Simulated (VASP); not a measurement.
# InPd (Pm-3m) in VASP: further runs, part 2 of 2

VASP 6.6.1. The steps go on from the part before.

### 4 Single point, PBEsol

This run uses another cell than the first one, of 16.88 Å³/atom, 1.019 times its volume.

File INCAR:

```
PREC = Accurate
ENCUT = 500
EDIFF = 1E-6
ISMEAR = -1
SIGMA = 0.05
LREAL = F
LASPH = T
NELM = 120
ALGO = Normal
ISIF = 2
LWAVE = F
LCHARG = T
GGA = PS
LELF = T
LVHAR = T
NBANDS = 18
GGA_COMPAT = F
```

File KPOINTS:

```
Automatic mesh
0
Gamma
  8 8 8
```

File POSCAR:

```
InPd
1.0
    3.2318161682      0.0000000000      0.0000000000
    0.0000000000      3.2318161682      0.0000000000
    0.0000000000      0.0000000000      3.2318161682
In Pd
1 1
Direct
    0.0000000000      0.0000000000      0.0000000000
    0.5000000000      0.5000000000      0.5000000000
```

Potentials or basis: VASP PAW PBE potentials, release 64 (In_d, Pd).

The run is started by

```bash
$ cat potpaw_PBE.64/In_d/POTCAR potpaw_PBE.64/Pd/POTCAR > POTCAR
$ mpirun -np 1 vasp_std > vasp.out
```

OUTCAR:

```text
PREC = Accurate
   ENCUT = 500
   EDIFF = 1E-6
   ISMEAR = -1
   LREAL = F
   LASPH = T
   NELM = 120
   ISIF = 2
   GGA = PS

 ion  position               nearest neighbor table
   1  0.000  0.000  0.000-   2 2.80   2 2.80   2 2.80   2 2.80   2 2.80   2 2.80   2 2.80   2 2.80

   2  0.500  0.500  0.500-   1 2.80   1 2.80   1 2.80   1 2.80   1 2.80   1 2.80   1 2.80   1 2.80

  LATTYP: Found a simple cubic cell.
 ALAT       =     3.2318161682

  Lattice vectors:

 A1 = (   3.2318161682,   0.0000000000,   0.0000000000)
 A2 = (   0.0000000000,   3.2318161682,   0.0000000000)
 A3 = (   0.0000000000,   0.0000000000,   3.2318161682)

Analysis of symmetry for initial positions (statically):
=====================================================================
 Subroutine PRICEL returns:
 Original cell was already a primitive cell.

 Routine SETGRP: Setting up the symmetry group for a
 simple cubic supercell.

 Subroutine GETGRP returns: Found 48 space group operations
 (whereof 48 operations were pure point group operations)
 out of a pool of 48 trial point group operations.

The static configuration has the point symmetry O_h .

Analysis of symmetry for dynamics (positions and initial velocities):
=====================================================================
 Subroutine PRICEL returns:
 Original cell was already a primitive cell.

 Routine SETGRP: Setting up the symmetry group for a
 simple cubic supercell.

 Subroutine GETGRP returns: Found 48 space group operations
 (whereof 48 operations were pure point group operations)
 out of a pool of 48 trial point group operations.

The dynamic configuration has the point symmetry O_h .

 Subroutine INISYM returns: Found 48 space group operations
 (whereof 48 operations are pure point group operations),
 and found     1 'primitive' translations

----------------------------------------------------------------------------------------

[... 103 lines left out ...]
   NELECT =      23.0000    total number of electrons
   NUPDOWN=      -1.0000    fix difference up-down
   EMIN   =  10.00;   EMAX   =-10.00  energy-range for DOS
   EFERMI =   0.00;   METHOD = LEGACY
   ISMEAR =    -1;   SIGMA  =   0.05  broadening in eV -4-tet -1-fermi 0-gaus
   EFERMI_NEDOS =   21; number of points for ismear=-14 and -15
   IALGO  =     38    algorithm
   IMIX   =      4    mixing-type and parameters
     AMIX     =   0.40;   BMIX     =  1.00
     AMIX_MAG =   1.60;   BMIX_MAG =  1.00
  volume/ion in A,a.u.               =      16.88       113.90
  Fermi-wavevector in a.u.,A,eV,Ry     =   1.440580  2.722302 28.235783  2.075271
  Thomas-Fermi vector in A             =   2.559308
   LORBIT       =      0    0 simple, 1 ext, 2 COOP (PROOUT), +10 PAW based schemes
   GGA     = PS    functional components
   LHFCALC =     F    Hartree Fock is set to
   AEXX    =    0.0000 exact exchange contribution
   IVDW    =     0    specifies the selected vdW correction
   LEPSILON=     F    determine dielectric tensor
   LRPA    =     F    only Hartree local field effects (RPA)
 non-spin polarized calculation
  energy-cutoff  :      500.00
  volume of cell :       33.76
 maximum number of plane-waves:       876
 NGX is ok and might be reduce to    24
   NGX = 11   NGY = 11   NGZ = 11

 number of electron      22.9999988 magnetization

 Free energy of the ion-electron system (eV)
  ---------------------------------------------------
  ext. energy  EPLUGINS =         0.00000000
  ---------------------------------------------------
  free energy    TOTEN  =       -10.00117243 eV

  energy without entropy =       -9.99117992  energy(sigma->0) =       -9.99617618

 E-fermi :  10.8024     XC(G=0): -12.6146

 val. band max:       10.7702017327   @ k =   0.3750   0.2500   0.1250
 cond. band min:      10.9236337203   @ k =   0.5000   0.5000   0.5000
 fundamental gap:      0.1534319875
 Fermi energy:        10.8024383791

 k-point     1 :       0.0000    0.0000    0.0000
  band No.  band energies     occupation
      1      -4.0729      2.00000
      2      -4.0729      2.00000
      3      -3.6124      2.00000
      4      -3.6124      2.00000
      5      -3.6124      2.00000
      6       0.4771      2.00000
[... 481 lines left out ...]
      5      -3.4342      2.00000
      6       4.5508      2.00000
[... 10 lines left out ...]
     17      22.1227      0.00000
     18      24.1649      0.00000

 [... further k-points ...]
[... 5 lines left out ...]
  --------------------------------------------------------------------------------------
  -------------------------------------------------------------------------------------
  Total        0.4695823      0.4695823      0.4695823      0.0000000     -0.0000000     -0.0000000
  in kB       22.2885770     22.2885770     22.2885770      0.0000000     -0.0000000     -0.0000000
  external PRESSURE =      22.2885770 kB  Pullay stress =       0.0000000 kB

 VOLUME and BASIS-vectors are now :
 -----------------------------------------------------------------------------
  energy-cutoff  :      500.00
  volume of cell :       33.76
      direct lattice vectors                 reciprocal lattice vectors
     3.231816168  0.000000000  0.000000000     0.309423540  0.000000000  0.000000000
     0.000000000  3.231816168  0.000000000     0.000000000  0.309423540  0.000000000
     0.000000000  0.000000000  3.231816168     0.000000000  0.000000000  0.309423540

 POSITION                                       TOTAL-FORCE (eV/Angst)
 -----------------------------------------------------------------------------------
      0.00000      0.00000      0.00000         0.000000      0.000000      0.000000
      1.61591      1.61591      1.61591         0.000000      0.000000      0.000000
 -----------------------------------------------------------------------------------
    total drift:                                0.000000      0.000000     -0.000000

  FREE ENERGIE OF THE ION-ELECTRON SYSTEM (eV)
  ---------------------------------------------------
  free  energy   TOTEN  =       -10.0011724312 eV

  energy  without entropy=       -9.9911799202  energy(sigma->0) =       -9.99617618
```

stdout:

```text
POSCAR found type information on POSCAR InPd
 POSCAR found :  2 types and       2 ions
 scaLAPACK will be used
 -----------------------------------------------------------------------------
|                                                                             |
|                                                                             |
|     You enforced a specific xc type in the INCAR file but a different       |
|     I HOPE YOU KNOW WHAT YOU ARE DOING!                                     |
|                                                                             |
 -----------------------------------------------------------------------------

 LDA part: xc-table for (Slater+PW92), standard interpolation
 POSCAR, INCAR and KPOINTS ok, starting setup
 FFT: planning ... GRIDC
 FFT: planning ... GRID_SOFT
 FFT: planning ... GRID
 WAVECAR not read
 entering main loop
```

It took 5 s on 1 thread of Intel Xeon 6975P-C (Granite Rapids), shared host; peak memory 0.15 GiB.

Results:

- Free energy: -10.0012 eV
- Pressure: 2.2 GPa

Caveat: the PAW data sets were made with another functional, which shifts forces and pressure a little; spin-orbit coupling is left out, which moves the levels of the heavy elements.

### 5 Relaxation of cell and atoms, PBEsol, target pressure 2 GPa, at which the enthalpy is minimised

This run uses another cell than the first one, of 17.51 Å³/atom, 1.058 times its volume.

File INCAR:

```
PREC     = Accurate       # precision mode
ENCUT    = 500            # plane-wave cutoff, eV
EDIFF    = 1E-7           # SCF threshold, eV
ISMEAR   = -1             # smearing method
SIGMA    = 0.05           # smearing width, eV
LREAL    = False          # projectors in reciprocal space
LASPH    = True           # aspherical terms in the spheres
NELM     = 120            # most SCF steps
ALGO     = Normal         # electronic algorithm
ISIF     = 3              # what is computed and relaxed
LWAVE    = False          # write WAVECAR
LCHARG   = False          # write CHGCAR
GGA      = PS             # functional
IBRION   = 2              # ionic algorithm
NSW      = 60             # ionic steps
EDIFFG   = -0.01          # ionic threshold
PSTRESS  = 20.0         
GGA_COMPAT= False        
NELMIN   = 4
```

KPOINTS is that of step 4.

File POSCAR:

```
InPd
1.0
    3.2718847800      0.0000000000      0.0000000000
    0.0000000000      3.2718847800      0.0000000000
    0.0000000000      0.0000000000      3.2718847800
In Pd
1 1
Direct
    0.0000000000      0.0000000000      0.0000000000
    0.5000000000      0.5000000000      0.5000000000
```

The run is started by

```bash
$ cat potpaw_PBE.64/In_d/POTCAR potpaw_PBE.64/Pd/POTCAR > POTCAR
$ mpirun -np 1 vasp_std > vasp.out
```

Run time: 13 s. Hardware: 1 thread of Intel Xeon 6975P-C (Granite Rapids), shared host; peak memory 0.15 GiB.

It converged, with:

```yaml
Free_energy: -10.0024 eV
Relaxed_volume: 16.90 Å³/atom
Relaxed_cell: a = 3.233 Å, b = 3.233 Å, c = 3.233 Å, α = 90.00°, β = 90.00°, γ = 90.00°
Space_group_after_relaxing_to_0.05_Å: Pm-3m (No. 221)
Energy_change_on_relaxing_the_enthalpy_is_what_falls: -2.1 meV/atom
Ionic_steps: 3
Pressure_after_relaxing: 2.0 GPa
```

Step by step:
```tsv
step	energy change (eV)	largest force (eV/Å)	pressure (GPa)	volume (Å³)
1	0.0000	0.0000	-2.86	35.03
2	0.0422	0.0000	9.01	32.40
3	-0.0042	0.0000	1.99	33.80
```

Final structure:
```
In Pd
1.0
     3.23316    0.00000    0.00000
     0.00000    3.23316    0.00000
     0.00000    0.00000    3.23316
In Pd
1 1
Cartesian
  0.0000 0.0000 0.0000
  1.6166 1.6166 1.6166
```

Levels at points of the mesh, in eV from the Fermi level:
| k point | band 8 | band 9 | band 10 | band 11 | band 12 | band 13 | band 14 | band 15 |
| --- | --- | --- | --- | --- | --- | --- | --- | --- |
| (0.00, 0.00, 0.00) | -3.89 | -2.25 | -2.25 | -2.25 | 4.32 | 4.32 | 4.32 | 9.94 |
| (0.50, 0.00, 0.00) | -3.89 | -3.31 | -3.31 | -2.34 | -1.04 | 9.94 | 9.94 | 10.11 |
| (0.50, 0.50, 0.00) | -2.68 | -2.68 | -2.40 | -2.40 | -1.64 | 1.72 | 2.66 | 9.78 |
| (0.50, 0.50, 0.50) | -5.01 | -1.59 | -1.59 | 0.12 | 3.90 | 3.90 | 3.90 | 4.63 |

Caveat: the cell is relaxed towards a set pressure, so the enthalpy falls and the energy may rise; the PAW data sets were made with another functional, which shifts forces and pressure a little; spin-orbit coupling is left out, which moves the levels of the heavy elements.

### 6 Single point, PBEsol (volume scaled by 1.04)

File INCAR:

```
ALGO     = Normal         # electronic algorithm
EDIFF    = 1E-6           # SCF threshold, eV
ENCUT    = 520            # plane-wave cutoff, eV
GGA      = PS             # functional
ISIF     = 2              # what is computed and relaxed
ISMEAR   = -1             # smearing method
LASPH    = T              # aspherical terms in the spheres
LCHARG   = F              # write CHGCAR
LREAL    = F              # projectors in reciprocal space
LWAVE    = F              # write WAVECAR
NBANDS   = 18             # bands
NELM     = 60             # most SCF steps
PREC     = Accurate       # precision mode
SIGMA    = 0.05           # smearing width, eV
```

File KPOINTS:

```
k-points
0
Gamma
  8 8 8
```

File POSCAR:

```
InPd
1.0
    3.3149408331      0.0000000000      0.0000000000
    0.0000000000      3.3149408331      0.0000000000
    0.0000000000      0.0000000000      3.3149408331
In Pd
1 1
Direct
    0.0000000000      0.0000000000      0.0000000000
    0.5000000000      0.5000000000      0.5000000000
```

Potentials or basis: VASP PAW PBE potentials, release 64 (In_d, Pd).

The run is started by

```bash
$ cat potpaw_PBE.64/In_d/POTCAR potpaw_PBE.64/Pd/POTCAR > POTCAR
$ mpirun -np 1 vasp_std > vasp.out
```

Run time: 32 s. Hardware: 1 thread of Intel Xeon 8259CL, shared host; peak memory 0.17 GiB.

It converged, with:

| Item | Value |
| --- | --- |
| Free energy | -9.9542 eV |
| Pressure | -7.2 GPa |

Levels at points of the mesh, in eV from the Fermi level:
```csv
k point,band 8,band 9,band 10,band 11,band 12,band 13,band 14,band 15,band 16,band 17
"(0.00, 0.00, 0.00)",-3.52,-2.08,-2.08,-2.08,4.20,4.20,4.20,8.96,10.42,10.42
"(0.50, 0.00, 0.00)",-3.49,-3.00,-3.00,-2.14,-0.98,9.28,9.28,9.85,10.53,10.53
"(0.50, 0.50, 0.00)",-2.47,-2.47,-2.12,-2.12,-1.52,1.36,2.41,9.24,11.29,11.29
"(0.50, 0.50, 0.50)",-4.54,-1.48,-1.48,-0.20,3.81,3.81,3.81,4.33,4.33,4.33
```

Caveat: the cell differs from its parent crystal (volume scaled by 1.04); the PAW data sets were made with another functional, which shifts forces and pressure a little; spin-orbit coupling is left out, which moves the levels of the heavy elements.

### 7 Summary

| task | cell | cutoff (eV) | gap on the mesh (eV) | pressure (GPa) |
| --- | --- | --- | --- | --- |
| single point | a = 3.211 Å, 2 atoms | 500 | none | 5.3 |
| single point | a = 3.247 Å, 2 atoms | 500 | none | 0.2 |
| single point | a = 3.232 Å, 2 atoms | 500 | none | 2.2 |
| relaxation of cell and atoms | relaxed to 2 GPa from a = 3.272 Å, 2 atoms | 500 | none | 2.0 |
| single point | a = 3.315 Å, 2 atoms | 520 | none | -7.2 |

Alike in all rows: level PBEsol; potentials or basis VASP PAW PBE potentials, release 64 (In_d, Pd); no spin polarisation; k mesh 8 × 8 × 8; smearing fermi-dirac 0.05 eV.

Caveats: the PAW data sets were made with another functional, which shifts forces and pressure a little; spin-orbit coupling is left out, which moves the levels of the heavy elements; the cell is relaxed towards a set pressure, so the enthalpy falls and the energy may rise (some runs).

Total energies depend on the potentials used, so only differences within one code and one set of settings carry meaning.
